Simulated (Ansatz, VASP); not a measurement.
## One calculation of TiN, two programs

The input INCAR:

```
PREC = Accurate ; ENCUT = 520
EDIFF = 1E-8 ; ISMEAR = -1
SIGMA = 0.05 ; LREAL = False
LASPH = True ; NELM = 80
ALGO = Normal ; ISIF = 2
LWAVE = False ; LCHARG = False
GGA = PS ; LEFG = True
NBANDS = 16
```

The input KPOINTS:

```
Automatic mesh
0
Gamma
  13 13 13
```

File POSCAR:

```
TiN
1.0
    0.0000000000      2.1220000000      2.1220000000
    2.1220000000      0.0000000000      2.1220000000
    2.1220000000      2.1220000000      0.0000000000
Ti N
1 1
Direct
    0.0000000000      0.0000000000      0.0000000000
    0.5000000000      0.5000000000      0.5000000000
```

Input for Ansatz:

```yaml
crystal:
  lattice:
    - [0.0, 2.122, 2.122]
    - [2.122, 0.0, 2.122]
    - [2.122, 2.122, 0.0]
  atoms:
    - { symbol: Ti, position: [0.0, 0.0, 0.0] }
    - { symbol: "N", position: [0.5, 0.5, 0.5] }
kpoints:
  mp_grid: { grid: [13, 13, 13] }
  band_path:
    path:
      - [0.0, 0.0, 0.0]
      - [0.5, 0.0, 0.5]
      - [0.625, 0.25, 0.625]
      - [0.375, 0.375, 0.75]
      - [0.0, 0.0, 0.0]
      - [0.5, 0.5, 0.5]
      - [0.5, 0.25, 0.75]
      - [0.5, 0.0, 0.5]
    npoints: 5
scf:
  occupations: { method: fermi_dirac, width: 0.05 }
hamiltonian:
  xc: pbesol
  pseudopotentials: { kind: paw }
output:
  forces: true
  stress: true
  eigenvalues: true
  efg: { contact_densities: true }
  write_density: true
  write_potential: true
  elf: true
  volumetric_format: npy
```

Alike in both runs: task electric field gradients; functional PBEsol; k mesh 13 × 13 × 13; occupations fermi-dirac, width 0.05 eV; no spin polarisation.

|  | VASP | Ansatz |
| --- | --- | --- |
| version | VASP 6.6.1 | Ansatz 0.2.0 |
| potentials or method | VASP PAW PBE potentials, release 64 (Ti_sv, N) | PAW with Ansatz's default frozen-core files, scalar-relativistic |
| plane-wave cutoff (eV) | 520 | 420 |
| valence electrons in the cell | 17 | 17 |

```csv
,VASP,Ansatz,Ansatz less VASP
pressure (GPa),-7.6,-8.1,-0.48
```

VASP's potentials were made for PBE, not for PBEsol.
